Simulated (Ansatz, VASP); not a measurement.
**Two plane-wave programs on Ir**

```xyz
1
Lattice="0.0000 1.8717 2.0157 1.8717 0.0000 2.0157 1.8717 1.8717 0.0000" Properties=species:S:1:pos:R:3 pbc="T T T"
Ir    0.0000    0.0000    0.0000
```

Change from the starting cell: strain -0.025 along x and y, +0.050 along z, atoms carried along.

Alike in both runs: task single point; functional PBE; k mesh 22 × 22 × 22; occupations gaussian, width 0.15 eV; no spin polarisation.

|  | VASP | Ansatz |
| --- | --- | --- |
| version | VASP 6.6.1 | Ansatz 0.2.0 |
| potentials or method | VASP PAW PBE potentials, release 64 (Ir), cutoff 520 eV | scalar-relativistic, plane waves, PAW |
| valence electrons in the cell | 9 | 17 |

Ansatz gave:

```
gap on the k mesh at the Fermi level (eV)                     : none
pressure (GPa)                                                : 11.2
traceless stress, the component that is largest in VASP (GPa) : -19.19
```

**Question.** Estimate VASP's values.

**Answer.** gap on the k mesh at the Fermi level (eV): none; pressure (GPa): 11.9; traceless stress, the component that is largest in VASP (GPa): -19.09.

A gap of «none» marks a metal or a gap that the smearing closes. The functional is the same, so the differences come from potentials, cutoffs and numerics. VASP's potentials hold 9 valence electrons a cell and Ansatz's 17, so a difference there can come from the potentials and not from the codes.

Neither program's run includes spin-orbit coupling.
